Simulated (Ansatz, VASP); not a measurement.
TiTe2: VASP beside Ansatz

```xyz
3
Lattice="3.7626 0.0000 0.0000 -1.8813 3.2585 0.0000 0.0000 0.0000 6.9810" Properties=species:S:1:pos:R:3 pbc="T T T"
Ti    0.0000    0.0000    0.0000
Te    1.8813    1.0862    5.2461
Te    0.0000    2.1723    1.7349
```

Alike in both runs: functional PBE; k mesh 15 × 15 × 8; occupations gaussian, width 0.1 eV; no spin polarisation.

Ansatz relaxed the structure, and its values are those at the end. VASP's run is a single point on that final structure, the one shown.

```csv
,VASP,Ansatz
version,VASP 6.6.1,Ansatz 0.2.0
potentials or method,"VASP PAW PBE potentials, release 64 (Ti_sv, Te), cutoff 520 eV","scalar-relativistic, plane waves, PAW"
valence electrons in the cell,24,44
```

|  | VASP | Ansatz | Ansatz less VASP |
| --- | --- | --- | --- |
| gap on the k mesh at the Fermi level (eV) | none | none | - |
| pressure (GPa) | 0.0 | 0.0 | +0.01 |
| rms of the force components (eV/Å) | 0.005 | 0.001 | -0.0043 |

A gap of «none» marks a metal or a gap that the smearing closes. With one functional, cell and mesh, what is left measures potentials, basis and numerics. VASP's potentials hold 24 valence electrons a cell and Ansatz's 44, so a difference there can come from the potentials and not from the codes. Ansatz's warnings: structure snapped to symmetry.

Neither program's run includes spin-orbit coupling.
